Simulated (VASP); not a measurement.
# Sn (Fd-3m) in VASP: further runs, part 2 of 2

VASP 6.6.1. The steps go on from the part before.

## Step 3: Single point, PBEsol (33.85 Å³/atom)

This run uses another cell than the first one, of 33.85 Å³/atom.

INCAR reads:

```
ALGO     = Normal         # electronic algorithm
EDIFF    = 1E-6           # SCF threshold, eV
ENCUT    = 520            # plane-wave cutoff, eV
GGA      = PS             # functional
ISIF     = 2              # what is computed and relaxed
ISMEAR   = -1             # smearing method
LASPH    = True           # aspherical terms in the spheres
LCHARG   = False          # write CHGCAR
LREAL    = False          # projectors in reciprocal space
LWAVE    = False          # write WAVECAR
NBANDS   = 21             # bands
NELM     = 100            # most SCF steps
PREC     = Accurate       # precision mode
SIGMA    = 0.05           # smearing width, eV
```

KPOINTS reads:

```
k-points
0
Gamma
  11 11 11
```

POSCAR reads:

```
Sn
1.0
    0.0000000000      3.2347450694      3.2347450694
    3.2347450694      0.0000000000      3.2347450694
    3.2347450694      3.2347450694      0.0000000000
Sn
2
Direct
    0.5000000000      0.5000000000      0.5000000000
    0.7500000000      0.7500000000      0.7500000000
```

Potentials or basis: VASP PAW PBE potentials, release 64 (Sn_d).

Launch:

```bash
$ cat potpaw_PBE.64/Sn_d/POTCAR > POTCAR
$ mpirun -np 1 vasp_std > vasp.out
```

OUTCAR:

```text
EDIFF = 1E-6
   ENCUT = 520
   GGA = PS
   ISIF = 2
   ISMEAR = -1
   LASPH = True
   LREAL = False
   NELM = 100
   PREC = Accurate

 ion  position               nearest neighbor table
   1  0.500  0.500  0.500-   2 2.80   2 2.80   2 2.80   2 2.80
   2  0.750  0.750  0.750-   1 2.80   1 2.80   1 2.80   1 2.80

  LATTYP: Found a face centered cubic cell.
 ALAT       =     6.4694901388

  Lattice vectors:

 A1 = (   0.0000000000,   3.2347450694,   3.2347450694)
[... 761 lines left out ...]

 [... further k-points ...]

------------------------ aborting loop because EDIFF is reached ----------------------------------------

  FORCE on cell =-STRESS in cart. coord.  units (eV):
  Direction    XX          YY          ZZ          XY          YZ          ZX
  --------------------------------------------------------------------------------------
  -------------------------------------------------------------------------------------
  Total        0.5904293      0.5904293      0.5904293      0.0000000     -0.0000000     -0.0000000
  in kB       13.9742430     13.9742430     13.9742430      0.0000000     -0.0000000     -0.0000000
  external PRESSURE =      13.9742430 kB  Pullay stress =       0.0000000 kB

 VOLUME and BASIS-vectors are now :
 -----------------------------------------------------------------------------
  energy-cutoff  :      520.00
  volume of cell :       67.69
      direct lattice vectors                 reciprocal lattice vectors
     0.000000000  3.234745069  3.234745069    -0.154571686  0.154571686  0.154571686
     3.234745069  0.000000000  3.234745069     0.154571686 -0.154571686  0.154571686
     3.234745069  3.234745069  0.000000000     0.154571686  0.154571686 -0.154571686

 POSITION                                       TOTAL-FORCE (eV/Angst)
 -----------------------------------------------------------------------------------
      3.23475      3.23475      3.23475        -0.000000     -0.000000     -0.000000
      4.85212      4.85212      4.85212         0.000000      0.000000      0.000000
 -----------------------------------------------------------------------------------
    total drift:                                0.000000      0.000000      0.000000

  FREE ENERGIE OF THE ION-ELECTRON SYSTEM (eV)
  ---------------------------------------------------
  free  energy   TOTEN  =        -8.4555921234 eV

  energy  without entropy=       -8.4538491939  energy(sigma->0) =       -8.45472066
```

stdout:

```text
POSCAR found type information on POSCAR Sn
 POSCAR found :  1 types and       2 ions
 scaLAPACK will be used
 -----------------------------------------------------------------------------
|                                                                             |
|                                                                             |
|     You enforced a specific xc type in the INCAR file but a different       |
|     I HOPE YOU KNOW WHAT YOU ARE DOING!                                     |
|                                                                             |
 -----------------------------------------------------------------------------

 LDA part: xc-table for (Slater+PW92), standard interpolation
 POSCAR, INCAR and KPOINTS ok, starting setup
 FFT: planning ... GRIDC
 FFT: planning ... GRID_SOFT
 FFT: planning ... GRID
 WAVECAR not read
 entering main loop
```

Run time: 33 s. Hardware: 1 thread of Intel Xeon Platinum 8488C (Sapphire Rapids), shared host; peak memory 0.23 GiB.

What came out:

```
Free energy            : -8.4556 eV
Pressure               : 1.4 GPa
Band gap on the k mesh : zero (bands 14 and 15 overlap by 0.12 eV)
```

Levels at points of the mesh, in eV from the Fermi level:
```
           k point  band 12  band 13  band 14  band 15  band 16  band 17
(0.00, 0.00, 0.00)    -0.62     0.09     0.09     0.09     2.16     2.16
```

Caveat: the PAW data sets were made with another functional, which shifts forces and pressure a little; spin-orbit coupling is left out, which moves the levels of the heavy elements.

## Step 4: Single point, PBEsol (34.87 Å³/atom)

This run uses another cell than the first one, of 34.87 Å³/atom.

INCAR reads:

```
SYSTEM = Sn
PREC     = Accurate       ! precision mode
ENCUT    = 520            ! plane-wave cutoff, eV
EDIFF    = 1E-7           ! SCF threshold, eV
ISMEAR   = -1             ! smearing method
SIGMA    = 0.05           ! smearing width, eV
LREAL    = .False.        ! projectors in reciprocal space
LASPH    = .True.         ! aspherical terms in the spheres
NELM     = 80             ! most SCF steps
ALGO     = Normal         ! electronic algorithm
ISIF     = 2              ! what is computed and relaxed
LWAVE    = .False.        ! write WAVECAR
LCHARG   = .False.        ! write CHGCAR
GGA      = PS             ! functional
NBANDS   = 21             ! bands
```

KPOINTS reads:

```
regular mesh
0
Gamma
  11 11 11
  0 0 0
```

POSCAR reads:

```
Sn
1.0
    0.0000000000      3.2670946662      3.2670946662
    3.2670946662      0.0000000000      3.2670946662
    3.2670946662      3.2670946662      0.0000000000
Sn
2
Direct
    0.5000000000      0.5000000000      0.5000000000
    0.7500000000      0.7500000000      0.7500000000
```

Launch:

```bash
$ cat potpaw_PBE.64/Sn_d/POTCAR > POTCAR
$ mpirun -np 1 vasp_std > vasp.out
```

It took 37 s on 1 thread of Intel Xeon Platinum 8488C (Sapphire Rapids), shared host; peak memory 0.23 GiB.

Results (log left out):

| Property | Result |
| --- | --- |
| Free energy | -8.4653 eV |
| Pressure | 0.1 GPa |
| Band gap on the k mesh | zero (bands 14 and 15 overlap by 0.17 eV) |

Levels at points of the mesh, in eV from the Fermi level:
```
           k point  band 12  band 13  band 14  band 15  band 16  band 17
(0.00, 0.00, 0.00)    -0.81     0.11     0.11     0.11     2.17     2.17
```

Caveat: the PAW data sets were made with another functional, which shifts forces and pressure a little; spin-orbit coupling is left out, which moves the levels of the heavy elements.

## Step 5: Single point, PBEsol (36.24 Å³/atom)

This run uses another cell than the first one, of 36.24 Å³/atom.

INCAR reads:

```
SYSTEM = Sn
  ALGO = Normal
  EDIFF = 1E-6
  ENCUT = 520
  GGA = PS
  ISIF = 2
  ISMEAR = -1
  LASPH = .TRUE.
  LCHARG = .FALSE.
  LREAL = .FALSE.
  LWAVE = .FALSE.
  NBANDS = 21
  NELM = 100
  PREC = Accurate
  SIGMA = 0.05
```

KPOINTS reads:

```
k-points
0
G
  11 11 11
  0 0 0
```

POSCAR reads:

```
Sn
1.0
    0.0000000000      3.3092553764      3.3092553764
    3.3092553764      0.0000000000      3.3092553764
    3.3092553764      3.3092553764      0.0000000000
Sn
2
Direct
    0.5000000000      0.5000000000      0.5000000000
    0.7500000000      0.7500000000      0.7500000000
```

Launch:

```bash
$ cat potpaw_PBE.64/Sn_d/POTCAR > POTCAR
$ mpirun -np 1 vasp_std > vasp.out
```

It took 34 s on 1 thread of Intel Xeon Platinum 8488C (Sapphire Rapids), shared host; peak memory 0.23 GiB.

It converged, with:

```yaml
Free_energy: -8.4543 eV
Pressure: -1.4 GPa
Band_gap_on_the_k_mesh: zero (bands 14 and 15 overlap by 0.24 eV)
```

Levels at points of the mesh, in eV from the Fermi level:
| k point | band 11 | band 12 | band 13 | band 14 | band 15 | band 16 | band 17 | band 18 |
| --- | --- | --- | --- | --- | --- | --- | --- | --- |
| (0.00, 0.00, 0.00) | -10.21 | -1.05 | 0.13 | 0.13 | 0.13 | 2.18 | 2.18 | 2.18 |

Caveat: the PAW data sets were made with another functional, which shifts forces and pressure a little; spin-orbit coupling is left out, which moves the levels of the heavy elements.

## Step 6: Summary

```csv
cell,gap on the mesh (eV),pressure (GPa)
"a = 4.528 Å, angles 60.0°, 2 atoms",none,3.0
"a = 4.575 Å, angles 60.0°, 2 atoms",none,1.4
"a = 4.620 Å, angles 60.0°, 2 atoms",none,0.1
"a = 4.680 Å, angles 60.0°, 2 atoms",none,-1.4
```

Alike in all rows: task single point; level PBEsol; potentials or basis VASP PAW PBE potentials, release 64 (Sn_d); no spin polarisation; k mesh 11 × 11 × 11; cutoff (eV) 520; smearing fermi-dirac 0.05 eV.

Caveats: the PAW data sets were made with another functional, which shifts forces and pressure a little; spin-orbit coupling is left out, which moves the levels of the heavy elements.

Absolute energies hang on the potentials; compare differences alone.
